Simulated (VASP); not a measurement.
# C (P6_3/mmc) in VASP: phonons with PBE+D3(BJ)

Aim: the phonons of C with PBE+D3(BJ).

Program: VASP 6.6.1. These are calculated values, not measurements. Logs are shortened: lines on timing, memory, paths and dates and some standing lists are left out, and cuts for length are marked.

### Step 1. The cell of the first run

It takes space group P6_3/mmc (No. 194, hexagonal). The conventional cell has a = 2.463 Å, b = 2.463 Å, c = 6.712 Å, α = 90.00°, β = 90.00°, γ = 120.00°. Within 1.9 Å of C (site symmetry -6m2) lie 3 C at 1.42 Å. C (site symmetry -6m2) has 3 C at 1.42 Å within 1.9 Å.

### Step 2. Phonons, PBE+D3(BJ)

The input, INCAR:

```
SYSTEM = C
PREC = Accurate ; ENCUT = 520
EDIFF = 1E-8 ; ISMEAR = -1
SIGMA = 0.05 ; LREAL = .FALSE.
LASPH = .TRUE. ; NELM = 100
ALGO = Normal ; ISIF = 2
LWAVE = .FALSE. ; LCHARG = .FALSE.
GGA = PE ; IVDW = 12
NBANDS = 16 ; IBRION = 6
NFREE = 2 ; POTIM = 0.015
NSW = 1
```

The input, KPOINTS:

```
regular mesh
0
G
  24 24 6
  0 0 0
```

The input, POSCAR:

```
C
1.0
    2.4630000000      0.0000000000      0.0000000000
   -1.2315000000      2.1330205695      0.0000000000
    0.0000000000      0.0000000000      6.7120000000
C
4
Direct
    0.0000000000      0.0000000000      0.2500000000
    0.3333333333      0.6666666667      0.2500000000
    0.0000000000      0.0000000000      0.7500000000
    0.6666666667      0.3333333333      0.7500000000
```

Potentials or basis: VASP PAW PBE potentials, release 64 (C).

Started as:

```console
> cat potpaw_PBE.64/C/POTCAR > POTCAR
> mpirun -np 1 vasp_std > vasp.out
```

OUTCAR:

```text
SYSTEM = C
   PREC = Accurate
   ENCUT = 520
   EDIFF = 1E-8
   ISMEAR = -1
   LREAL = .FALSE.
   LASPH = .TRUE.
   NELM = 100
   ISIF = 2
   GGA = PE
   IVDW = 12
   IBRION = 6
   NFREE = 2
   POTIM = 0.015
   NSW = 1
 IVDW          = 12

 ion  position               nearest neighbor table
   1  0.000  0.000  0.250-   2 1.42   2 1.42   2 1.42
   2  0.333  0.667  0.250-   1 1.42   1 1.42   1 1.42
   3  0.000  0.000  0.750-   4 1.42   4 1.42   4 1.42
   4  0.667  0.333  0.750-   3 1.42   3 1.42   3 1.42

  LATTYP: Found a hexagonal cell.
 ALAT       =     2.4630000000
 C/A-ratio  =     2.7251319529

  Lattice vectors:

 A1 = (   2.4630000000,   0.0000000000,   0.0000000000)
 A2 = (  -1.2315000000,   2.1330205695,   0.0000000000)
 A3 = (   0.0000000000,   0.0000000000,   6.7120000000)

Analysis of symmetry for initial positions (statically):
=====================================================================
 Subroutine PRICEL returns:
 Original cell was already a primitive cell.

 Routine SETGRP: Setting up the symmetry group for a
 hexagonal supercell.

 Subroutine GETGRP returns: Found 24 space group operations
 (whereof 12 operations were pure point group operations)
 out of a pool of 24 trial point group operations.

The static configuration has the point symmetry D_3d.
 The point group associated with its full space group is D_6h.

Analysis of symmetry for dynamics (positions and initial velocities):
=====================================================================
 Subroutine PRICEL returns:
 Original cell was already a primitive cell.

 Routine SETGRP: Setting up the symmetry group for a
 hexagonal supercell.

 Subroutine GETGRP returns: Found 24 space group operations
 (whereof 12 operations were pure point group operations)
 out of a pool of 24 trial point group operations.

The dynamic configuration has the point symmetry D_3d.
 The point group associated with its full space group is D_6h.

 Subroutine INISYM returns: Found 24 space group operations
 (whereof 12 operations are pure point group operations),
 and found     1 'primitive' translations

----------------------------------------------------------------------------------------

                                     Primitive cell

  volume of cell :      35.2624

  direct lattice vectors                    reciprocal lattice vectors
     2.463000000  0.000000000  0.000000000     0.406008932  0.234409366  0.000000000
    -1.231500000  2.133020570  0.000000000     0.000000000  0.468818733  0.000000000
     0.000000000  0.000000000  6.712000000     0.000000000  0.000000000  0.148986889

  length of vectors
     2.463000000  2.463000000  6.712000000     0.468818733  0.468818733  0.148986889

  position of ions in fractional coordinates (direct lattice)
     0.000000000  0.000000000  0.250000000
     0.333333333  0.666666667  0.250000000
     0.000000000  0.000000000  0.750000000
     0.666666667  0.333333333  0.750000000

  ion indices of the primitive-cell ions
   primitive index   ion index
                 1           1
                 2           2
                 3           3
                 4           4

----------------------------------------------------------------------------------------

 KPOINTS: regular mesh

Automatic generation of k-mesh.
 Grid dimensions read from file:
 generate k-points for:   24   24    6

 Generating k-lattice:

  Cartesian coordinates                     Fractional coordinates (reciprocal lattice)
     0.016917039  0.009767057  0.000000000     0.041666667 -0.000000000  0.000000000
     0.000000000  0.019534114  0.000000000     0.000000000  0.041666667  0.000000000
     0.000000000  0.000000000  0.024831148     0.000000000  0.000000000  0.166666667

  Length of vectors
     0.019534114  0.019534114  0.024831148

  Shift w.r.t. Gamma in fractional coordinates (k-lattice)
     0.000000000  0.000000000  0.000000000

 Subroutine IBZKPT returns following result:
 ===========================================

 Found    244 irreducible k-points:

 Following reciprocal coordinates:
            Coordinates               Weight
  0.000000  0.000000  0.000000      1.000000
  0.041667 -0.000000  0.000000      6.000000
  0.083333 -0.000000  0.000000      6.000000
  0.125000  0.000000  0.000000      6.000000
  0.166667 -0.000000  0.000000      6.000000
  0.208333  0.000000  0.000000      6.000000
[... 16 lines left out ...]
  0.416667  0.041667  0.000000     12.000000
  0.458333  0.041667  0.000000     12.000000
 [... further k-points ...]
   k-points           NKPTS =    244   k-points in BZ     NKDIM =    244   number of bands    NBANDS=     16
   number of dos      NEDOS =    301   number of ions     NIONS =      4
   total plane-waves  NPLWV =  16200
   dimension x,y,z NGX =    18 NGY =   18 NGZ =   50
   dimension x,y,z NGXF=    36 NGYF=   36 NGZF=  100
   ions per type =               4
   NGX,Y,Z   is equivalent  to a cutoff of  12.15, 12.15, 12.38 a.u.
   NGXF,Y,Z  is equivalent  to a cutoff of  24.30, 24.30, 24.77 a.u.
 SYSTEM =  C
   PREC   = accura    normal or accurate (medium, high low for compatibility)
   ISTART =      0    job   : 0-new  1-cont  2-samecut
   ICHARG =      2    charge: 1-file 2-atom 10-const
   ISPIN  =      1    spin polarized calculation?
   LNONCOLLINEAR =      F non collinear calculations
   LSORBIT =      F    spin-orbit coupling
   LASPH  =      T    aspherical Exc in radial PAW
   ENCUT  =  520.0 eV  38.22 Ry    6.18 a.u.   4.58  4.58 12.48*2*pi/ulx,y,z
   NELM   =    100;   NELMIN=  2; NELMDL= -5     # of ELM steps
   EDIFF  = 0.1E-07   stopping-criterion for ELM
   LREAL  =      F    real-space projection
   EDIFFG = 0.1E-06   stopping-criterion for IOM
   NSW    =     85    number of steps for IOM
   IBRION =      6    ionic relax: 0-MD 1-quasi-New 2-CG
   NFREE  =      2    steps in history (QN), initial steepest desc. (CG)
   ISIF   =      2    stress and relaxation
   ISYM   =      2    0-nonsym 1-usesym 2-fastsym
   POTIM  = 0.0150    time-step for ionic-motion
   TEBEG  =    0.0;   TEEND  =   0.0 temperature during run
   PSTRESS=    0.0 pullay stress
   NELECT =      16.0000    total number of electrons
   NUPDOWN=      -1.0000    fix difference up-down
   EMIN   =  10.00;   EMAX   =-10.00  energy-range for DOS
   EFERMI =   0.00;   METHOD = LEGACY
   ISMEAR =    -1;   SIGMA  =   0.05  broadening in eV -4-tet -1-fermi 0-gaus
   EFERMI_NEDOS =   21; number of points for ismear=-14 and -15
   IALGO  =     38    algorithm
   IMIX   =      4    mixing-type and parameters
     AMIX     =   0.40;   BMIX     =  1.00
     AMIX_MAG =   1.60;   BMIX_MAG =  1.00
  volume/ion in A,a.u.               =       8.82        59.49
  Fermi-wavevector in a.u.,A,eV,Ry     =   1.257991  2.377259 21.531798  1.582542
  Thomas-Fermi vector in A             =   2.391623
   LORBIT       =      0    0 simple, 1 ext, 2 COOP (PROOUT), +10 PAW based schemes
   GGA     = PE    functional components
   LHFCALC =     F    Hartree Fock is set to
   AEXX    =    0.0000 exact exchange contribution
   IVDW    =    12    specifies the selected vdW correction
   LEPSILON=     F    determine dielectric tensor
   LRPA    =     F    only Hartree local field effects (RPA)
 finite differences with symmetry
 non-spin polarized calculation
  energy-cutoff  :      520.00
  volume of cell :       35.26
 maximum number of plane-waves:       979
   NGX =  9   NGY =  9   NGZ = 25

--------------------------------------- Ionic step        1  -------------------------------------------

 number of electron      15.9999994 magnetization

 Free energy of the ion-electron system (eV)
  ---------------------------------------------------
  ext. energy  EPLUGINS =         0.00000000
  ---------------------------------------------------
  free energy    TOTEN  =       -36.84443704 eV

  energy without entropy =      -36.84387035  energy(sigma->0) =      -36.84415369

------------------------ aborting loop because EDIFF is reached ----------------------------------------

 Edisp (eV)   -0.62526

 E8    (eV) :    -0.1772
[... 327 lines left out ...]
--------------------------------------- Ionic step        9  -------------------------------------------

 number of electron      15.9999994 magnetization

 Free energy of the ion-electron system (eV)
  ---------------------------------------------------
  ext. energy  EPLUGINS =         0.00000000
  ---------------------------------------------------
  free energy    TOTEN  =       -36.84253924 eV

  energy without entropy =      -36.84197259  energy(sigma->0) =      -36.84225591

 E-fermi :   4.6847     XC(G=0): -10.3264

 val. band max:        4.6846337312   @ k =   0.3333   0.3333   0.5000
 cond. band min:       4.6930487948   @ k =   0.3333   0.3333   0.3333
 fundamental gap:      0.0084150636
 Fermi energy:         4.6846826214

 k-point     1 :       0.0000    0.0000    0.0000
  band No.  band energies     occupation
      1     -14.9810      2.00000
      2     -14.6818      2.00000
      3      -3.8379      2.00000
      4      -1.8753      2.00000
      5       1.6742      2.00000
      6       1.6742      2.00000
[... 433 lines left out ...]
      3      -8.3968      2.00000
      4      -8.2586      2.00000
      5      -1.8622      2.00000
      6      -1.8035      2.00000
[... 8 lines left out ...]
     15      18.7881      0.00000
     16      19.7957      0.00000

 [... further k-points ...]

------------------------ aborting loop because EDIFF is reached ----------------------------------------

 Edisp (eV)   -0.62527

 E8    (eV) :    -0.1772
[... 27 lines left out ...]
  FREE ENERGIE OF THE ION-ELECTRON SYSTEM (eV)
  ---------------------------------------------------
  free  energy   TOTEN  =       -37.4678085261 eV

  energy  without entropy=      -37.4672418715  energy(sigma->0) =      -37.46752520

 INTERNAL STRAIN TENSORS FROM DISPLACED ATOMS
 ============================================

 INTERNAL STRAIN TENSOR FOR ION    1 for displacements in x,y,z  (eV/Angst):
          X           Y           Z          XY          YZ          ZX
  --------------------------------------------------------------------------------
  x     0.00000     0.00000     0.00000   -11.53230     0.00000     0.00000
  y   -11.53230    11.53230     0.00000     0.00000     0.00000     0.00000
  z     0.00000    -0.00000     0.00000     0.00000     0.00000     0.00000

 INTERNAL STRAIN TENSOR FOR ION    4 for displacements in x,y,z  (eV/Angst):
          X           Y           Z          XY          YZ          ZX
  --------------------------------------------------------------------------------
  x     0.00000     0.00000     0.00000   -11.63271     0.00000     0.00000
  y   -11.63271    11.63271     0.00000     0.00000     0.00000     0.00000
  z     0.00000     0.00000     0.00000     0.00000     0.00000     0.00000

 Eigenvectors and eigenvalues of the dynamical matrix
 ----------------------------------------------------

   1 f  =   47.006267 THz   295.349087 2PiTHz 1567.960296 cm-1   194.402213 meV
             X         Y         Z           dx          dy          dz
      0.000000  0.000000  1.678000     0.499999   -0.000004   -0.000000
     -0.000000  1.422014  1.678000    -0.500001    0.000004   -0.000000
      0.000000  0.000000  5.034000     0.499999   -0.000004    0.000000
      1.231500  0.711007  5.034000    -0.500001    0.000004    0.000000
[... 50 lines left out ...]
   9 f  =    1.043850 THz     6.558702 2PiTHz   34.819082 cm-1     4.317014 meV
             X         Y         Z           dx          dy          dz
      0.000000  0.000000  1.678000    -0.002140   -0.499955   -0.000000
     -0.000000  1.422014  1.678000    -0.002140   -0.500036   -0.000000
      0.000000  0.000000  5.034000     0.002140    0.499955   -0.000000
      1.231500  0.711007  5.034000     0.002140    0.500036   -0.000000

  10 f/i=    0.000006 THz     0.000041 2PiTHz    0.000215 cm-1     0.000027 meV
             X         Y         Z           dx          dy          dz
      0.000000  0.000000  1.678000    -0.000001   -0.000000    0.500000
     -0.000000  1.422014  1.678000    -0.000001   -0.000000    0.500000
      0.000000  0.000000  5.034000    -0.000001   -0.000000    0.500000
      1.231500  0.711007  5.034000    -0.000001   -0.000000    0.500000

  11 f/i=    0.000134 THz     0.000843 2PiTHz    0.004474 cm-1     0.000555 meV
             X         Y         Z           dx          dy          dz
      0.000000  0.000000  1.678000    -0.494129    0.076405   -0.000001
     -0.000000  1.422014  1.678000    -0.494126    0.076404   -0.000001
      0.000000  0.000000  5.034000    -0.494129    0.076405   -0.000001
      1.231500  0.711007  5.034000    -0.494126    0.076404   -0.000001

  12 f/i=    0.000134 THz     0.000843 2PiTHz    0.004474 cm-1     0.000555 meV
             X         Y         Z           dx          dy          dz
      0.000000  0.000000  1.678000    -0.076405   -0.494129   -0.000000
     -0.000000  1.422014  1.678000    -0.076404   -0.494126   -0.000000
      0.000000  0.000000  5.034000    -0.076405   -0.494129   -0.000000
      1.231500  0.711007  5.034000    -0.076404   -0.494126   -0.000000

 ELASTIC MODULI CONTR FROM IONIC RELAXATION (kBar)
 Direction    XX          YY          ZZ          XY          YZ          ZX
 --------------------------------------------------------------------------------
 XX        -234.7529    234.7529      0.0000     -0.0000      0.0000      0.0000
 YY         234.7529   -234.7529      0.0000      0.0000      0.0000      0.0000
 ZZ           0.0000      0.0000      0.0000      0.0000      0.0000      0.0000
 XY          -0.0000      0.0000      0.0000   -234.7529      0.0000      0.0000
 YZ           0.0000      0.0000      0.0000      0.0000      0.0000      0.0000
 ZX           0.0000      0.0000      0.0000      0.0000      0.0000      0.0000
 --------------------------------------------------------------------------------
```

Run time: 20 min. Hardware: 1 thread of Intel Xeon Platinum 8488C (Sapphire Rapids), shared host; peak memory 0.86 GiB.

Results:

- Highest phonon frequency at Γ: 1568 cm⁻¹
- Dispersion energy per atom: -0.156 eV

Phonon frequencies in cm⁻¹ (negative: imaginary):
| q point | frequencies |
| --- | --- |
| (0.000, 0.000, 0.000) | 0 0 0 35 35 126 865 869 1563 1563 1568 1568 |

Caveat: the cell wasn't relaxed at this level first, which shifts response properties.
